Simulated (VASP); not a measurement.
# BN (R3m) in VASP: a series of runs, part 2 of 2

VASP 6.6.1.

## 4. Vibrations by perturbation theory, PBEsol

This run uses another cell than the first one, of 6.76 Å³/atom.

The input, INCAR:

```
SYSTEM = BN
ALGO = Normal ; EDIFF = 1E-8
ENCUT = 520 ; GGA = PS
IBRION = 8 ; ISIF = 2
ISMEAR = 0 ; LASPH = .TRUE.
LCHARG = .FALSE. ; LEPSILON = .TRUE.
LREAL = .FALSE. ; LWAVE = .FALSE.
NELM = 100 ; NSW = 1
PREC = Accurate ; SIGMA = 0.01
```

The input, KPOINTS:

```
k-points
0
G
  12 12 12
  0 0 0
```

The input, POSCAR:

```
BN
1.0
    1.2328038090      0.7117596110      2.5680210378
   -1.2328038090      0.7117596110      2.5680210378
    0.0000000000     -1.4235192219      2.5680210378
B N
1 1
Direct
    1.0027528944      1.0027528944      1.0027528944
    0.3296801056      0.3296801056      0.3296801056
```

Potentials or basis: VASP PAW PBE potentials, release 64 (B, N).

Started as:

```
> cat potpaw_PBE.64/B/POTCAR potpaw_PBE.64/N/POTCAR > POTCAR
> mpirun -np 1 vasp_std > vasp.out
```

OUTCAR:

```text
SYSTEM = BN
   EDIFF = 1E-8
   ENCUT = 520
   GGA = PS
   IBRION = 8
   ISIF = 2
   ISMEAR = 0
   LASPH = .TRUE.
   LEPSILON = .TRUE.
   LREAL = .FALSE.
   NELM = 100
   NSW = 1
   PREC = Accurate

 ion  position               nearest neighbor table
   1  0.003  0.003  0.003-   2 1.42   2 1.42   2 1.42
   2  0.330  0.330  0.330-   1 1.42   1 1.42   1 1.42

  LATTYP: Found a trigonal (rhomboedric) cell.
 ALAT       =     2.9361776217
 COS(alpha) =     0.6474235651

  Lattice vectors:

 A1 = (   1.2328038090,   0.7117596110,   2.5680210378)
 A2 = (  -1.2328038090,   0.7117596110,   2.5680210378)
 A3 = (   0.0000000000,  -1.4235192219,   2.5680210378)
[... 577 lines left out ...]
  x     0.00000     0.00000     0.00000    16.57297     0.00000     1.91379
  y    16.57297   -16.57297     0.00000     0.00000     1.59330     0.00000
  z    -0.49609    -0.49609     5.44315     0.00000     0.00000     0.00000

 SECOND DERIVATIVES (NOT SYMMETRIZED)
 ------------------------------------
               1X          1Y          1Z          2X          2Y          2Z
  1X   -46.898720   -0.000000   -0.000000   46.898720    0.000000    0.000000
  1Y    -0.000000  -46.898720   -0.000000    0.000000   46.898720    0.000000
  1Z     0.000000   -0.000000   -7.910664    0.000000    0.000000    7.910664
  2X    46.904642    0.000000    0.000000  -46.904642   -0.000000    0.000000
  2Y     0.000000   46.904642    0.000000    0.000000  -46.904642   -0.000000
  2Z     0.000000    0.000000    7.903121    0.000000   -0.000000   -7.903121

 Eigenvectors and eigenvalues of the dynamical matrix
 ----------------------------------------------------

   1 f  =   43.347254 THz   272.358831 2PiTHz 1445.908765 cm-1   179.269758 meV
             X         Y         Z           dx          dy          dz
      0.000000  0.000000  0.021208     0.751167    0.000002    0.000000
      0.000000  0.000000  2.539876    -0.660112   -0.000002   -0.000000
[... 21 lines left out ...]
   6 f/i=    0.004209 THz     0.026447 2PiTHz    0.140401 cm-1     0.017408 meV
             X         Y         Z           dx          dy          dz
      0.000000  0.000000  0.021208    -0.000000    0.000000    0.659911
      0.000000  0.000000  2.539876    -0.000000    0.000000    0.751344

--------------------------------------------------------------------------------------------------------

 MACROSCOPIC STATIC DIELECTRIC TENSOR IONIC CONTRIBUTION
 ------------------------------------------------------
           1.938570    -0.000000    -0.000000
          -0.000000     1.938570     0.000000
          -0.000000     0.000000     3.800026
 ------------------------------------------------------

 ELASTIC MODULI CONTR FROM IONIC RELAXATION (kBar)
 Direction    XX          YY          ZZ          XY          YZ          ZX
 --------------------------------------------------------------------------------
 XX        -694.2667    686.7780     40.7368      0.0000    -68.9179      0.0000
 YY         686.7780   -694.2667     40.7368     -0.0000     68.9179     -0.0000
 ZZ          40.7368     40.7368   -443.1994     -0.0000     -0.0000     -0.0000
 XY           0.0000     -0.0000     -0.0000   -690.5224      0.0000    -76.2818
 YZ         -68.9179     68.9179     -0.0000      0.0000     -6.8784      0.0000
 ZX           0.0000     -0.0000     -0.0000    -76.2818      0.0000     -8.4268
 --------------------------------------------------------------------------------

 PIEZOELECTRIC TENSOR IONIC CONTR  for field in x, y, z        (C/m^2)
          XX          YY          ZZ          XY          YZ          ZX
  --------------------------------------------------------------------------------
  x     0.00000    -0.00000    -0.00000    -1.08868     0.00000    -0.12027
  y    -1.08868     1.08868    -0.00000     0.00000    -0.10866     0.00000
  z     0.11224     0.11224    -1.22114     0.00000    -0.00000     0.00000
```

OSZICAR:

```text
N       E                     dE             d eps       ncg     rms          rms(c)
DAV:   1     0.945674660987E+01    0.94567E+01   -0.52377E+03  3152   0.979E+02
DAV:   2    -0.194119464207E+02   -0.28869E+02   -0.27430E+02  4128   0.177E+02
DAV:   3    -0.196747880873E+02   -0.26284E+00   -0.26284E+00  3560   0.210E+01
[... 158 lines left out ...]
RMM:   7    -0.237589576811E+00   -0.10505E-05   -0.90480E-09  5111   0.108E-03    0.655E-05
RMM:   8    -0.237589673372E+00   -0.96561E-07   -0.26569E-10  5128   0.100E-04    0.339E-05
RMM:   9    -0.237589472734E+00    0.20064E-06   -0.20529E-10  5124   0.441E-05    0.391E-06
RMM:  10    -0.237589485716E+00   -0.12982E-07   -0.44774E-10  5251   0.958E-06    0.101E-06
RMM:  11    -0.237589479729E+00    0.59872E-08   -0.10052E-09  4394   0.492E-06    0.439E-07
 Linear response finished
```

stdout:

```text
POSCAR found type information on POSCAR B N
 POSCAR found :  2 types and       2 ions
 scaLAPACK will be used
 -----------------------------------------------------------------------------
|                                                                             |
|                                                                             |
[... 47 lines left out ...]
 first order change of Fermi-energy   0.69464E-04
 force on displaced ion       2 direction 1 : -46.891   0.024  -0.000
 Born effective charge ion    2 direction 1 :  -2.606  -0.003  -0.000
 Linear response progress:
 first order change of Fermi-energy   0.20178E+01
 force on displaced ion       2 direction 3 :   0.000  -0.000  -7.903
 Born effective charge ion    2 direction 3 :   0.000  -0.000  -1.497
 Born effective charges drift removed
 Linear response finished
```

Run time: 11 min. Hardware: 1 thread of Intel Xeon 8259CL, shared host; peak memory 0.37 GiB.

What came out:

```
Electronic dielectric tensor (diagonal)                 : 5.59, 5.59, 4.47
Born charges (mean of the diagonal)                     : B +2.24; N -2.24 e
Highest phonon frequency at Γ, LO-TO splitting left out : 1446 cm⁻¹
```

Phonon frequencies in cm⁻¹ (negative: imaginary):
```tsv
q point	frequencies
(0.000, 0.000, 0.000)	0 0 0 594 1446 1446
```

Electronic dielectric tensor:
```
5.59 0.00 0.00
0.00 5.59 0.00
0.00 0.00 4.47
```

Born effective charge tensors (e):
atom 1, B
```
2.61 0.00 0.00
0.00 2.61 0.00
0.00 0.00 1.50
```
atom 2, N
```
-2.61  0.00  0.00
 0.00 -2.61  0.00
 0.00  0.00 -1.50
```

Caveat: the cell stands under pressure or tension, which shifts response properties; the PAW data sets were made with another functional, which shifts forces and pressure a little.
